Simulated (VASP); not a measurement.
**C: relaxation of cell and atoms with revPBE+D4**

Crystal: C.

```
C
1.0
     2.52210    0.00000    0.00000
    -1.26105    2.18420    0.00000
     0.00000    0.00000   12.35570
C
12
Direct
  0.66667 0.33333 0.35417
  0.33333 0.66667 0.85417
  0.66667 0.33333 0.14583
  0.33333 0.66667 0.64583
  0.66667 0.33333 0.47917
  0.33333 0.66667 0.97917
  0.66667 0.33333 0.02083
  0.33333 0.66667 0.52083
  0.00000 0.00000 0.81250
  0.00000 0.00000 0.31250
  0.00000 0.00000 0.68750
  0.00000 0.00000 0.18750
```

| Item | Value |
| --- | --- |
| Program | VASP 6.6.1 |
| Task | relaxation of cell and atoms |
| Functional | revPBE |
| Dispersion | D4 |
| Potentials or basis | VASP PAW PBE potentials, release 64 (C) |
| Cutoff | 600 eV |
| k mesh | 12 × 12 × 3 |
| Occupations | fermi-dirac, width 0.05 eV |
| Spin | no spin polarisation |
| Dipole correction | no |
| Further INCAR settings | ALGO = Normal; EDIFF = 1e-06; IBRION = 2; EDIFFG = -0.01; NSW = 60; ISIF = 3 |

```
Relaxed volume                        : 5.59 Å³/atom
Relaxed cell                          : a = 2.504 Å, b = 2.504 Å, c = 12.350 Å, α = 90.00°, β = 90.00°, γ = 120.00°
Space group after relaxing (to 0.1 Å) : P6_3/mmc (No. 194)
Energy gained by relaxing             : 3.2 meV/atom
Ionic steps                           : 8
Pressure after relaxing               : 0.0 GPa
Largest force after relaxing          : 0.003 eV/Å
Band gap on the k mesh                : 4.48 eV (least direct gap 5.42 eV)
Dispersion energy per atom            : -0.506 eV
```

Forces on the atoms (eV/Å):
```
C    0.000  0.000  0.001
C    0.000  0.000  0.001
C    0.000  0.000 -0.001
C    0.000  0.000 -0.001
C    0.000  0.000  0.001
C    0.000  0.000  0.001
C    0.000  0.000 -0.001
C    0.000  0.000 -0.001
C    0.000  0.000  0.003
C    0.000  0.000  0.003
C    0.000  0.000 -0.003
C    0.000  0.000 -0.003
```

The path:
```
step  energy change (eV)  largest force (eV/Å)  pressure (GPa)  volume (Å³)
   1              0.0000                0.3354           -6.34        68.06
   2              0.0139                0.4642            8.51        65.87
   3             -0.0373                0.1018            0.19        67.05
   4             -0.0363                0.1485            0.02        67.07
   5             -0.0380                0.0318            0.13        67.06
   6             -0.0380                0.0299            0.13        67.06
   7             -0.0380                0.0178           -0.10        67.09
   8             -0.0380                0.0033           -0.01        67.08
```

Final structure:
```cif
data_structure
_symmetry_space_group_name_H-M 'P 1'
_symmetry_Int_Tables_number 1
_cell_length_a 2.5043
_cell_length_b 2.5043
_cell_length_c 12.3496
_cell_angle_alpha 90.000
_cell_angle_beta 90.000
_cell_angle_gamma 120.000
_cell_volume 67.08
loop_
_atom_site_label
_atom_site_type_symbol
_atom_site_fract_x
_atom_site_fract_y
_atom_site_fract_z
_atom_site_occupancy
C1 C 0.66667 0.33333 0.35490 1
C2 C 0.33333 0.66667 0.85490 1
C3 C 0.66667 0.33333 0.14510 1
C4 C 0.33333 0.66667 0.64510 1
C5 C 0.66667 0.33333 0.47923 1
C6 C 0.33333 0.66667 0.97923 1
C7 C 0.66667 0.33333 0.02077 1
C8 C 0.33333 0.66667 0.52077 1
C9 C 0.00000 0.00000 0.81311 1
C10 C 0.00000 0.00000 0.31311 1
C11 C 0.00000 0.00000 0.68689 1
C12 C 0.00000 0.00000 0.18689 1
```

Levels at points of the mesh, in eV from the valence-band top:
| k point | band 20 | band 21 | band 22 | band 23 | band 24 | band 25 | band 26 | band 27 | band 28 | band 29 |
| --- | --- | --- | --- | --- | --- | --- | --- | --- | --- | --- |
| (0.00, 0.00, 0.00) | -0.99 | -0.99 | -0.16 | 0.00 | 0.00 | 5.42 | 5.42 | 5.55 | 6.53 | 6.53 |
| (0.50, 0.00, 0.00) | -4.45 | -4.14 | -4.10 | -3.68 | -2.96 | 4.65 | 5.25 | 5.31 | 5.64 | 6.74 |

It took 10 min on 1 thread of Intel Xeon 8259CL, with other jobs on the host, peak memory 0.22 GiB.

Caveat: the PAW data sets were made with another functional, which shifts forces and pressure a little. As with any semilocal functional, this revPBE gap is likely too small.
